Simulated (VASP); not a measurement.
# Os (Fm-3m) in VASP: notebook, part 2 of 2

VASP 6.6.1. The steps go on from the part before.

## (4) Single point, PBEsol (strain +0.015 along x and y, +0.015 along z)

Input file INCAR:

```
SYSTEM = Os
PREC = Accurate
ENCUT = 520
EDIFF = 1E-6
ISMEAR = 0
SIGMA = 0.15
LREAL = .FALSE.
LASPH = .TRUE.
NELM = 100
ALGO = Normal
ISIF = 2
LWAVE = .FALSE.
LCHARG = .FALSE.
GGA = PS
NBANDS = 10
```

Input file KPOINTS:

```
regular mesh
0
G
  20 20 20
  0 0 0
```

Input file POSCAR:

```
Os
1.0
    0.0000000000      1.9741750000      1.9741750000
    1.9741750000      0.0000000000      1.9741750000
    1.9741750000      1.9741750000      0.0000000000
Os
1
Direct
    0.0000000000      0.0000000000      0.0000000000
```

Potentials or basis: VASP PAW PBE potentials, release 64 (Os).

Launch:

```console
$ cat potpaw_PBE.64/Os/POTCAR > POTCAR
$ mpirun -np 1 vasp_std > vasp.out
```

OUTCAR:

```text
SYSTEM = Os
   PREC = Accurate
   ENCUT = 520
   EDIFF = 1E-6
   ISMEAR = 0
   LREAL = .FALSE.
   LASPH = .TRUE.
   NELM = 100
   ISIF = 2
   GGA = PS

 ion  position               nearest neighbor table
   1  0.000  0.000  0.000-

  LATTYP: Found a face centered cubic cell.
 ALAT       =     3.9483500000

  Lattice vectors:

 A1 = (   0.0000000000,   1.9741750000,   1.9741750000)
 A2 = (   1.9741750000,   0.0000000000,   1.9741750000)
 A3 = (   1.9741750000,   1.9741750000,   0.0000000000)

Analysis of symmetry for initial positions (statically):
=====================================================================
 Subroutine PRICEL returns:
 Original cell was already a primitive cell.

 Routine SETGRP: Setting up the symmetry group for a
 face centered cubic supercell.

 Subroutine GETGRP returns: Found 48 space group operations
 (whereof 48 operations were pure point group operations)
 out of a pool of 48 trial point group operations.

The static configuration has the point symmetry O_h .

Analysis of symmetry for dynamics (positions and initial velocities):
[... 165 lines left out ...]
 k-point     1 :       0.0000    0.0000    0.0000
  band No.  band energies     occupation
      1      -2.2204      2.00000
      2       5.1887      2.00000
      3       5.1887      2.00000
      4       5.1887      2.00000
      5       7.8337      1.00985
      6       7.8337      1.00985
      7      22.1075      0.00000
      8      27.3545      0.00000
      9      27.3545      0.00000
     10      27.3545      0.00000
[... 287 lines left out ...]
 k-point    24 :      -0.3500    0.0500    0.0000
  band No.  band energies     occupation
      1       0.9049      2.00000
      2       5.2272      2.00000
      3       5.3386      2.00000
      4       5.6373      2.00000
      5       8.8393      0.00000
      6       9.5865      0.00000
      7      18.2962      0.00000
      8      22.8264      0.00000
      9      28.0602      0.00000
     10      29.6724      0.00000

 [... further k-points ...]

------------------------ aborting loop because EDIFF is reached ----------------------------------------

  FORCE on cell =-STRESS in cart. coord.  units (eV):
  Direction    XX          YY          ZZ          XY          YZ          ZX
  --------------------------------------------------------------------------------------
  -------------------------------------------------------------------------------------
  Total       -3.1936240     -3.1936240     -3.1936240     -0.0000000     -0.0000000      0.0000000
  in kB     -332.5120793   -332.5120793   -332.5120793     -0.0000000     -0.0000000      0.0000000
  external PRESSURE =    -332.5120793 kB  Pullay stress =       0.0000000 kB

 VOLUME and BASIS-vectors are now :
 -----------------------------------------------------------------------------
  energy-cutoff  :      520.00
  volume of cell :       15.39
      direct lattice vectors                 reciprocal lattice vectors
     0.000000000  1.974175000  1.974175000    -0.253270353  0.253270353  0.253270353
     1.974175000  0.000000000  1.974175000     0.253270353 -0.253270353  0.253270353
     1.974175000  1.974175000  0.000000000     0.253270353  0.253270353 -0.253270353

 POSITION                                       TOTAL-FORCE (eV/Angst)
 -----------------------------------------------------------------------------------
      0.00000      0.00000      0.00000         0.000000      0.000000      0.000000
 -----------------------------------------------------------------------------------
    total drift:                                0.000000     -0.000000     -0.000000

  FREE ENERGIE OF THE ION-ELECTRON SYSTEM (eV)
  ---------------------------------------------------
  free  energy   TOTEN  =       -11.9401985236 eV

  energy  without entropy=      -11.9274186953  energy(sigma->0) =      -11.93380861
```

OSZICAR:

```text
N       E                     dE             d eps       ncg     rms          rms(c)
DAV:   1     0.338072247660E+02    0.33807E+02   -0.41343E+03  5288   0.735E+02
DAV:   2    -0.116400939246E+02   -0.45447E+02   -0.42190E+02  5286   0.194E+02
DAV:   3    -0.127775808804E+02   -0.11375E+01   -0.11306E+01  6132   0.287E+01
DAV:   4    -0.127805744110E+02   -0.29935E-02   -0.29931E-02  5556   0.162E+00
DAV:   5    -0.127805845943E+02   -0.10183E-04   -0.10184E-04  5650   0.886E-02    0.138E+01
DAV:   6    -0.120980344904E+02    0.68255E+00   -0.92252E-01  6042   0.751E+00    0.542E+00
DAV:   7    -0.119446514379E+02    0.15338E+00   -0.47407E-01  6318   0.510E+00    0.301E-01
DAV:   8    -0.119418616192E+02    0.27898E-02   -0.19692E-03  5306   0.359E-01    0.229E-01
DAV:   9    -0.119402054916E+02    0.16561E-02   -0.79586E-04  5600   0.298E-01    0.220E-02
DAV:  10    -0.119402025076E+02    0.29840E-05   -0.90372E-06  5560   0.213E-02    0.928E-03
DAV:  11    -0.119401985231E+02    0.39845E-05   -0.10673E-06  4486   0.151E-02    0.168E-03
DAV:  12    -0.119401985236E+02   -0.42564E-09   -0.12693E-08  2702   0.911E-04
   1 F= -.11940199E+02 E0= -.11933809E+02  d E =-.127798E-01
```

Wall time 31 s (1 thread of Intel Xeon Platinum 8559C (Emerald Rapids), shared host); peak memory 0.17 GiB.

What came out:

- Free energy: -11.9402 eV
- Pressure: -33.3 GPa
- Band gap on the k mesh: zero (bands 4 and 5 overlap by 3.50 eV)

Caveat: the cell differs from its parent crystal (strain +0.015 along x and y, +0.015 along z); the cell stands under tension; the PAW data sets were made with another functional, which shifts forces and pressure a little; spin-orbit coupling is left out, which moves the levels of the heavy elements.

## (5) Single point, PBEsol (strain +0.030 along x and y, +0.030 along z)

Input file INCAR:

```
SYSTEM = Os
PREC = Accurate
ENCUT = 520
EDIFF = 1E-7
ISMEAR = 0
SIGMA = 0.15
LREAL = .False.
LASPH = .True.
NELM = 60
ALGO = Normal
ISIF = 2
LWAVE = .False.
LCHARG = .False.
GGA = PS
NBANDS = 10
```

Input file KPOINTS:

```
Automatic mesh
0
Gamma
  20 20 20
  0 0 0
```

Input file POSCAR:

```
Os
1.0
    0.0000000000      2.0033500000      2.0033500000
    2.0033500000      0.0000000000      2.0033500000
    2.0033500000      2.0033500000      0.0000000000
Os
1
Direct
    0.0000000000      0.0000000000      0.0000000000
```

Launch:

```console
$ cat potpaw_PBE.64/Os/POTCAR > POTCAR
$ mpirun -np 1 vasp_std > vasp.out
```

Run time: 30 s. Hardware: 1 thread of Intel Xeon Platinum 8559C (Emerald Rapids), shared host; peak memory 0.17 GiB.

It converged, with:

```
Free energy            : -11.7744 eV
Pressure               : -43.3 GPa
Band gap on the k mesh : zero (bands 4 and 5 overlap by 3.36 eV)
```

Levels at points of the mesh, in eV from the Fermi level:
| k point | band 1 | band 2 | band 3 | band 4 | band 5 | band 6 | band 7 | band 8 |
| --- | --- | --- | --- | --- | --- | --- | --- | --- |
| (0.00, 0.00, 0.00) | -9.67 | -2.48 | -2.48 | -2.48 | -0.01 | -0.01 | 14.27 | 19.27 |
| (0.50, 0.00, 0.00) | -6.56 | -2.59 | -2.59 | -0.17 | 1.92 | 1.92 | 7.29 | 13.77 |
| (0.50, 0.50, 0.00) | -6.30 | -5.67 | 1.88 | 2.07 | 2.46 | 2.46 | 10.08 | 11.35 |

Caveat: the cell differs from its parent crystal (strain +0.030 along x and y, +0.030 along z); the cell stands under tension; the PAW data sets were made with another functional, which shifts forces and pressure a little; spin-orbit coupling is left out, which moves the levels of the heavy elements.

## (6) Overview

```csv
cell,gap on the mesh (eV),pressure (GPa)
"a = 2.668 Å, angles 60.0°, 1 atom",none,18.5
"a = 2.709 Å, angles 60.0°, 1 atom",none,-3.1
"a = 2.792 Å, angles 60.0°, 1 atom",none,-33.3
"a = 2.833 Å, angles 60.0°, 1 atom",none,-43.3
```

Alike in all rows: task single point; level PBEsol; potentials or basis VASP PAW PBE potentials, release 64 (Os); no spin polarisation; k mesh 20 × 20 × 20; cutoff (eV) 520; smearing gaussian 0.15 eV.

Caveats: the PAW data sets were made with another functional, which shifts forces and pressure a little; spin-orbit coupling is left out, which moves the levels of the heavy elements; the cell stands under tension (at least some runs); the cell stands under pressure (at least some runs).

Absolute energies hang on the potentials; compare differences alone.
